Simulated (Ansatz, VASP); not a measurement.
**NiPt4: VASP beside Ansatz**

```
CELL_PARAMETERS angstrom
2.74501 0.00000 0.00000
-1.37250 2.37725 0.00000
0.00000 0.00000 22.80132
ATOMIC_POSITIONS crystal
Ni 0.33333 0.66667 0.25000
Ni 0.66667 0.33333 0.75000
Pt 0.33333 0.66667 0.84210
Pt 0.33333 0.66667 0.05239
Pt 0.33333 0.66667 0.44761
Pt 0.33333 0.66667 0.65790
Pt 0.66667 0.33333 0.94761
Pt 0.66667 0.33333 0.15790
Pt 0.66667 0.33333 0.34210
Pt 0.66667 0.33333 0.55239
```

Alike in both runs: functional PBE; k mesh 6 × 6 × 1; occupations gaussian, width 0.1 eV; collinear spin.

Ansatz relaxed the structure, and its values are those at the end. VASP's run is a single point on that final structure, the one shown.

|  | VASP | Ansatz |
| --- | --- | --- |
| version | VASP 6.6.1 | Ansatz 0.2.0 |
| potentials or method | VASP PAW PBE potentials, release 64 (Ni, Pt), cutoff 520 eV | scalar-relativistic, plane waves, PAW |
| valence electrons in the cell | 100 | 180 |

|  | VASP | Ansatz | Ansatz less VASP |
| --- | --- | --- | --- |
| gap on the k mesh at the Fermi level (eV) | none | none | - |
| pressure (GPa) | -0.3 | 0.1 | +0.43 |
| rms of the force components (eV/Å) | 0.003 | 0.006 | +0.0030 |
| net moment per atom (μB) | 0.26 | 0.27 | +0.003 |
| size of the moment on the site where the two differ most (μB) | 0.86 | 0.89 | +0.030 |

Site moments also hang on the region over which each program counts them. A gap of «none» marks a metal or a gap that the smearing closes. The functional is the same, so the differences come from potentials, cutoffs and numerics. VASP's potentials hold 100 valence electrons a cell and Ansatz's 180, so a difference there can come from the potentials and not from the codes.

The k mesh is coarse, so the values compare programs but aren't converged. Neither program's run includes spin-orbit coupling.
